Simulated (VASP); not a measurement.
Runs of VASP 6.6.1 on Re. The structure is that of space group Im-3m (No. 229), or close to it. The cells are those of the table. 

```tsv
task	level	spin	cell	k mesh	cutoff (eV)	gap on the mesh (eV)	pressure (GPa)
single point	PBEsol	off	a = 2.672 Å, angles 109.5°, 1 atom	20 × 20 × 20	520	none	0.0
relaxation of cell and atoms	PBEsol	off	relaxed from a = 2.671 Å, angles 109.5°, 1 atom	20 × 20 × 20	600	none	0.0
single point	PBEsol	non-collinear, zero start, SOC	a = 2.672 Å, angles 109.5°, 1 atom	20 × 20 × 20	520	-	(a)
single point	PBEsol	off	a = 2.600 Å, angles 109.5°, 1 atom	8 × 8 × 8	520	none	37.6
single point	r2SCAN	off	a = 2.672 Å, angles 109.5°, 1 atom	20 × 20 × 20	520	none	4.1
```

Alike in all rows: potentials or basis VASP PAW PBE potentials, release 64 (Re); smearing gaussian 0.1 eV.

**Question.** Fill in the values left out.

**Answer.** (a) 0.5.

Caveats: some runs use coarse meshes; the PAW data sets were made with another functional, which shifts forces and pressure a little; spin-orbit coupling is left out, which moves the levels of the heavy elements (some runs).

A k mesh can miss the band edges, and rows without SOC leave out spin-orbit coupling on Re.

A gap of «none» marks levels without a gap at the run's occupations.
